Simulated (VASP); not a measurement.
# Sb (P6_3/mmc) in VASP: relaxation of cell and atoms with r2SCAN

Aim: the relaxation of cell and atoms of Sb with r2SCAN.

All numbers are computed with VASP 6.6.1; they aren't measurements. Logs are shortened: lines on timing, memory, paths and dates and some standing lists are left out, and cuts for length are marked.

## Step 1: The cell of the first run

The structure is hexagonal, space group P6_3/mmc (No. 194). Conventional cell: a = 3.335 Å, b = 3.335 Å, c = 5.617 Å, α = 90.00°, β = 90.00°, γ = 120.00°. Sb (site symmetry -6m2) has 12 Sb at 3.34 to 3.41 Å within 4.4 Å.

This isn't the form of Sb at room conditions, which is rhombohedral.

## Step 2: Relaxation of cell and atoms, r2SCAN

The input, POSCAR:

```
Sb
1.0
    3.3351956149      0.0000000000      0.0000000000
   -1.6675978075      2.8883641290      0.0000000000
    0.0000000000      0.0000000000      5.6170243711
Sb
2
Direct
    0.3333333333      0.6666666667      0.2500000000
    0.6666666667      0.3333333333      0.7500000000
```

The input, INCAR.step1:

```
SYSTEM = Sb
PREC     = Accurate       ! precision mode
ENCUT    = 600            ! plane-wave cutoff, eV
ISMEAR   = 0              ! smearing method
SIGMA    = 0.1            ! smearing width, eV
LREAL    = .FALSE.        ! projectors in reciprocal space
LASPH    = .TRUE.         ! aspherical terms in the spheres
NELM     = 60             ! most SCF steps
GGA      = PE             ! functional
ALGO     = Normal         ! electronic algorithm
EDIFF    = 1E-4           ! SCF threshold, eV
LWAVE    = .TRUE.         ! write WAVECAR
LCHARG   = .FALSE.        ! write CHGCAR
```

The input, INCAR.step2:

```
SYSTEM = Sb
PREC     = Accurate       ! precision mode
ENCUT    = 600            ! plane-wave cutoff, eV
EDIFF    = 1E-6           ! SCF threshold, eV
ISMEAR   = 0              ! smearing method
SIGMA    = 0.1            ! smearing width, eV
LREAL    = .FALSE.        ! projectors in reciprocal space
LASPH    = .TRUE.         ! aspherical terms in the spheres
NELM     = 60             ! most SCF steps
ALGO     = Normal         ! electronic algorithm
ISIF     = 3              ! what is computed and relaxed
LWAVE    = .FALSE.        ! write WAVECAR
LCHARG   = .FALSE.        ! write CHGCAR
METAGGA  = R2SCAN         ! meta-GGA
LMIXTAU  = .TRUE.       
IBRION   = 2              ! ionic algorithm
NSW      = 80             ! ionic steps
EDIFFG   = -0.01          ! ionic threshold
ISTART   = 1
```

The input, KPOINTS:

```
Automatic mesh
0
G
  12 12 8
  0 0 0
```

Potentials or basis: VASP PAW PBE potentials, release 64 (Sb).

Run with:

```sh
$ cat potpaw_PBE.64/Sb/POTCAR > POTCAR
$ cp INCAR.step1 INCAR
$ mpirun -np 1 vasp_std > vasp.out
$ cp INCAR.step2 INCAR
$ mpirun -np 1 vasp_std > vasp.out
```

OUTCAR:

```text
SYSTEM = Sb
   PREC = Accurate
   ENCUT = 600
   EDIFF = 1E-6
   ISMEAR = 0
   LREAL = .FALSE.
   LASPH = .TRUE.
   NELM = 60
   ISIF = 3
   METAGGA = R2SCAN
   IBRION = 2
   NSW = 80
   EDIFFG = -0.01
   ISTART = 1

 ion  position               nearest neighbor table
   1  0.333  0.667  0.250-   2 3.41   2 3.41   2 3.41   2 3.41   2 3.41   2 3.41
   2  0.667  0.333  0.750-   1 3.41   1 3.41   1 3.41   1 3.41   1 3.41   1 3.41

  LATTYP: Found a hexagonal cell.
 ALAT       =     3.3351956149
 C/A-ratio  =     1.6841663937

  Lattice vectors:

 A1 = (   3.3351956149,   0.0000000000,   0.0000000000)
 A2 = (  -1.6675978075,   2.8883641290,   0.0000000000)
 A3 = (   0.0000000000,   0.0000000000,   5.6170243711)

Analysis of symmetry for initial positions (statically):
=====================================================================
 Subroutine PRICEL returns:
 Original cell was already a primitive cell.

 Routine SETGRP: Setting up the symmetry group for a
 hexagonal supercell.

 Subroutine GETGRP returns: Found 24 space group operations
 (whereof 12 operations were pure point group operations)
 out of a pool of 24 trial point group operations.

The static configuration has the point symmetry D_3d.
 The point group associated with its full space group is D_6h.

Analysis of symmetry for dynamics (positions and initial velocities):
=====================================================================
 Subroutine PRICEL returns:
 Original cell was already a primitive cell.

 Routine SETGRP: Setting up the symmetry group for a
 hexagonal supercell.

 Subroutine GETGRP returns: Found 24 space group operations
 (whereof 12 operations were pure point group operations)
 out of a pool of 24 trial point group operations.

The dynamic configuration has the point symmetry D_3d.
 The point group associated with its full space group is D_6h.

 Subroutine INISYM returns: Found 24 space group operations
 (whereof 12 operations are pure point group operations),
 and found     1 'primitive' translations

----------------------------------------------------------------------------------------

                                     Primitive cell

  volume of cell :      54.1103

  direct lattice vectors                    reciprocal lattice vectors
     3.335195615  0.000000000  0.000000000     0.299832488  0.173108368  0.000000000
    -1.667597807  2.888364129  0.000000000     0.000000000  0.346216736  0.000000000
     0.000000000  0.000000000  5.617024371     0.000000000  0.000000000  0.178030205

  length of vectors
     3.335195615  3.335195615  5.617024371     0.346216736  0.346216736  0.178030205

  position of ions in fractional coordinates (direct lattice)
     0.333333333  0.666666667  0.250000000
     0.666666667  0.333333333  0.750000000

  ion indices of the primitive-cell ions
   primitive index   ion index
                 1           1
                 2           2

----------------------------------------------------------------------------------------

 KPOINTS: Automatic mesh

Automatic generation of k-mesh.
 Grid dimensions read from file:
 generate k-points for:   12   12    8

 Generating k-lattice:

  Cartesian coordinates                     Fractional coordinates (reciprocal lattice)
     0.024986041  0.014425697  0.000000000     0.083333333  0.000000000  0.000000000
     0.000000000  0.028851395  0.000000000     0.000000000  0.083333333  0.000000000
     0.000000000  0.000000000  0.022253776     0.000000000  0.000000000  0.125000000

  Length of vectors
     0.028851395  0.028851395  0.022253776

  Shift w.r.t. Gamma in fractional coordinates (k-lattice)
     0.000000000  0.000000000  0.000000000

 Subroutine IBZKPT returns following result:
 ===========================================

 Found     95 irreducible k-points:

 Following reciprocal coordinates:
            Coordinates               Weight
  0.000000  0.000000  0.000000      1.000000
  0.083333  0.000000  0.000000      6.000000
  0.166667  0.000000  0.000000      6.000000
  0.250000  0.000000  0.000000      6.000000
  0.333333 -0.000000  0.000000      6.000000
  0.416667  0.000000  0.000000      6.000000
[... 16 lines left out ...]
  0.250000  0.000000  0.125000     12.000000
  0.333333 -0.000000  0.125000     12.000000
 [... further k-points ...]
   k-points           NKPTS =     95   k-points in BZ     NKDIM =     95   number of bands    NBANDS=      9
   number of dos      NEDOS =    301   number of ions     NIONS =      2
   total plane-waves  NPLWV =  37632
   dimension x,y,z NGX =    28 NGY =   28 NGZ =   48
   dimension x,y,z NGXF=    56 NGYF=   56 NGZF=   96
   ions per type =               2
   NGX,Y,Z   is equivalent  to a cutoff of  13.96, 13.96, 14.21 a.u.
   NGXF,Y,Z  is equivalent  to a cutoff of  27.91, 27.91, 28.41 a.u.
 SYSTEM =  Sb
   PREC   = accura    normal or accurate (medium, high low for compatibility)
   ISTART =      1    job   : 0-new  1-cont  2-samecut
   ICHARG =      0    charge: 1-file 2-atom 10-const
   ISPIN  =      1    spin polarized calculation?
   LNONCOLLINEAR =      F non collinear calculations
   LSORBIT =      F    spin-orbit coupling
   LASPH  =      T    aspherical Exc in radial PAW
   ENCUT  =  600.0 eV  44.10 Ry    6.64 a.u.   6.66  6.66 11.22*2*pi/ulx,y,z
   NELM   =     60;   NELMIN=  2; NELMDL=  0     # of ELM steps
   EDIFF  = 0.1E-05   stopping-criterion for ELM
   LREAL  =      F    real-space projection
   EDIFFG = -.1E-01   stopping-criterion for IOM
   NSW    =     80    number of steps for IOM
   IBRION =      2    ionic relax: 0-MD 1-quasi-New 2-CG
   NFREE  =      1    steps in history (QN), initial steepest desc. (CG)
   ISIF   =      3    stress and relaxation
   ISYM   =      2    0-nonsym 1-usesym 2-fastsym
   POTIM  = 0.5000    time-step for ionic-motion
   TEBEG  =    0.0;   TEEND  =   0.0 temperature during run
   PSTRESS=    0.0 pullay stress
   NELECT =      10.0000    total number of electrons
   NUPDOWN=      -1.0000    fix difference up-down
   EMIN   =  10.00;   EMAX   =-10.00  energy-range for DOS
   EFERMI =   0.00;   METHOD = LEGACY
   ISMEAR =     0;   SIGMA  =   0.10  broadening in eV -4-tet -1-fermi 0-gaus
   EFERMI_NEDOS =   21; number of points for ismear=-14 and -15
   IALGO  =     38    algorithm
   IMIX   =      4    mixing-type and parameters
     AMIX     =   0.40;   BMIX     =  1.00
     AMIX_MAG =   1.60;   BMIX_MAG =  1.00
  volume/ion in A,a.u.               =      27.06       182.58
  Fermi-wavevector in a.u.,A,eV,Ry     =   0.932499  1.762167 11.831002  0.869554
  Thomas-Fermi vector in A             =   2.059103
   LORBIT       =      0    0 simple, 1 ext, 2 COOP (PROOUT), +10 PAW based schemes
   METAGGA = R2SCAN    functional components
   LHFCALC =     F    Hartree Fock is set to
   AEXX    =    0.0000 exact exchange contribution
   IVDW    =     0    specifies the selected vdW correction
   LEPSILON=     F    determine dielectric tensor
   LRPA    =     F    only Hartree local field effects (RPA)
 conjugate gradient relaxation of ions
 non-spin polarized calculation
 Gauss-broadening in eV      SIGMA  =   0.10
  energy-cutoff  :      600.00
  volume of cell :       54.11
 maximum number of plane-waves:      1836
 NGX is ok and might be reduce to    28
   NGX = 13   NGY = 13   NGZ = 23

--------------------------------------- Ionic step        1  -------------------------------------------

 number of electron      10.0000000 magnetization

 Free energy of the ion-electron system (eV)
  ---------------------------------------------------
  ext. energy  EPLUGINS =         0.00000000
  ---------------------------------------------------
  free energy    TOTEN  =       -50.57364157 eV

  energy without entropy =      -50.56880345  energy(sigma->0) =      -50.57122251

------------------------ aborting loop because EDIFF is reached ----------------------------------------

  FORCE on cell =-STRESS in cart. coord.  units (eV):
  Direction    XX          YY          ZZ          XY          YZ          ZX
  --------------------------------------------------------------------------------------
  -------------------------------------------------------------------------------------
  Total        0.1877895      0.1877895     -0.2382635     -0.0000000     -0.0000000      0.0000000
  in kB        5.5603523      5.5603523     -7.0548618     -0.0000000     -0.0000000      0.0000000
  external PRESSURE =       1.3552809 kB  Pullay stress =       0.0000000 kB
[... 165 lines left out ...]
  energy  without entropy=      -50.5716767472  energy(sigma->0) =      -50.57413524

--------------------------------------- Ionic step        6  -------------------------------------------

 number of electron      10.0000000 magnetization

 Free energy of the ion-electron system (eV)
  ---------------------------------------------------
  ext. energy  EPLUGINS =         0.00000000
  ---------------------------------------------------
  free energy    TOTEN  =       -50.57664929 eV

  energy without entropy =      -50.57173724  energy(sigma->0) =      -50.57419327

 E-fermi :   8.4492     XC(G=0): -10.8039

 val. band max:        8.4231853495   @ k =   0.3333   0.2500   0.0000
 cond. band min:       8.4571657628   @ k =   0.1667   0.0833   0.3750
 fundamental gap:      0.0339804133
 Fermi energy:         8.4492465323

 k-point     1 :       0.0000    0.0000    0.0000
  band No.  band energies     occupation
      1      -5.1320      2.00000
      2      -1.2462      2.00000
      3       2.2753      2.00000
      4      12.2716      0.00000
      5      12.2716      0.00000
      6      13.9179      0.00000
      7      13.9656      0.00000
      8      13.9656      0.00000
      9      16.8243      0.00000
[... 265 lines left out ...]
 k-point    24 :       0.3333   -0.0000    0.1250
  band No.  band energies     occupation
      1      -3.0154      2.00000
      2       0.0716      2.00000
      3       4.2249      2.00000
      4       5.2519      2.00000
      5       7.4043      2.00000
      6       9.4940      0.00000
      7      10.9365      0.00000
      8      12.4757      0.00000
      9      13.9281      0.00000

 [... further k-points ...]
[... 5 lines left out ...]
  --------------------------------------------------------------------------------------
  -------------------------------------------------------------------------------------
  Total        0.0046098      0.0046098     -0.0000150     -0.0000000      0.0000000      0.0000000
  in kB        0.1365616      0.1365616     -0.0004452     -0.0000000      0.0000000      0.0000000
  external PRESSURE =       0.0908927 kB  Pullay stress =       0.0000000 kB
[... 17 lines left out ...]
  FREE ENERGIE OF THE ION-ELECTRON SYSTEM (eV)
  ---------------------------------------------------
  free  energy   TOTEN  =       -50.5766492912 eV

  energy  without entropy=      -50.5717372429  energy(sigma->0) =      -50.57419327

 reached required accuracy - stopping structural energy minimisation
```

It took 14 min on 1 thread of AMD EPYC 7R43 (Zen 3), shared host; peak memory 0.2 GiB.

What came out:

| Property | Result |
| --- | --- |
| Free energy | -50.5766 eV |
| Relaxed volume | 27.04 Å³/atom |
| Relaxed cell | a = 3.357 Å, b = 3.357 Å, c = 5.542 Å, α = 90.00°, β = 90.00°, γ = 120.00° |
| Space group after relaxing (to 0.1 Å) | P6_3/mmc (No. 194) |
| Energy gained by relaxing | 1.5 meV/atom |
| Ionic steps | 6 |
| Pressure after relaxing | 0.0 GPa |
| Band gap on the k mesh | zero (bands 5 and 6 overlap by 8.10 eV) |

Step by step:
```csv
step,energy change (eV),largest force (eV/Å),pressure (GPa),volume (Å³)
1,0.0000,0.0000,0.14,54.11
2,-0.0022,0.0000,-0.17,54.29
3,-0.0026,0.0000,-0.38,54.42
4,-0.0027,0.0000,0.17,53.93
5,-0.0030,0.0000,-0.08,54.15
6,-0.0030,0.0000,0.01,54.08
```

Final structure:
```
Sb
1.0
     3.35681    0.00000    0.00000
    -1.67841    2.90709    0.00000
     0.00000    0.00000    5.54212
Sb
2
Direct
  0.33333 0.66667 0.25000
  0.66667 0.33333 0.75000
```

Levels at points of the mesh, in eV from the Fermi level:
| k point | band 3 | band 4 | band 5 | band 6 | band 7 | band 8 |
| --- | --- | --- | --- | --- | --- | --- |
| (0.00, 0.00, 0.00) | -6.17 | 3.82 | 3.82 | 5.47 | 5.52 | 5.52 |
| (0.50, 0.00, 0.00) | -4.60 | -3.40 | -2.46 | -0.12 | 0.42 | 3.75 |
| (0.00, 0.00, 0.50) | -0.99 | -0.99 | 4.66 | 4.66 | 4.66 | 4.66 |
| (0.50, 0.00, 0.50) | -5.66 | -5.66 | 1.68 | 1.68 | 1.74 | 1.74 |

Caveat: the PAW data sets were made with another functional, which shifts forces and pressure a little; spin-orbit coupling is left out, which moves the levels of the heavy elements.

The gap in the log of VASP goes by the Fermi energy; the results here count the filled bands.